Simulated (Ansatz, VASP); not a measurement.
HfO2 in VASP and in Ansatz

```xyz
6
Lattice="3.7665 0.0000 0.0000 0.0000 3.5093 0.0000 0.0000 0.0000 5.2633" Properties=species:S:1:pos:R:3 pbc="T T T"
Hf    1.8832    1.7547    2.6683
Hf    0.0000    0.0000   -0.0367
O     0.0000    1.7547    3.6253
O     1.8832    0.0000    4.2696
O     1.8832    0.0000    1.6193
O     0.0000    1.7547    1.0123
```

Alike in both runs: task single point; functional PBE; k mesh 6 × 6 × 4; occupations gaussian, width 0.02 eV; no spin polarisation.

|  | VASP | Ansatz |
| --- | --- | --- |
| version | VASP 6.6.1 | Ansatz 0.2.0 |
| potentials or method | VASP PAW PBE potentials, release 64 (Hf_pv, O), cutoff 520 eV | scalar-relativistic, plane waves, PAW |
| valence electrons in the cell | 44 | 76 |

Ansatz gave:

* gap on the k mesh at the Fermi level (eV): 4.50
* least direct gap on the mesh (eV): 4.56
* pressure (GPa): -2.8
* traceless stress, the component that is largest in VASP (GPa): -5.56
* rms of the force components (eV/Å): 0.000

Question: What did VASP give for the same quantities?

Answer: gap on the k mesh at the Fermi level (eV): 4.46; least direct gap on the mesh (eV): 4.52; pressure (GPa): -5.8; traceless stress, the component that is largest in VASP (GPa): -5.49; rms of the force components (eV/Å): 0.029.

Atom by atom the forces differ by 0.029 eV/Å (rms over components). VASP's potentials hold 44 valence electrons a cell and Ansatz's 76, so a difference there can come from the potentials and not from the codes.

Neither program's run includes spin-orbit coupling.
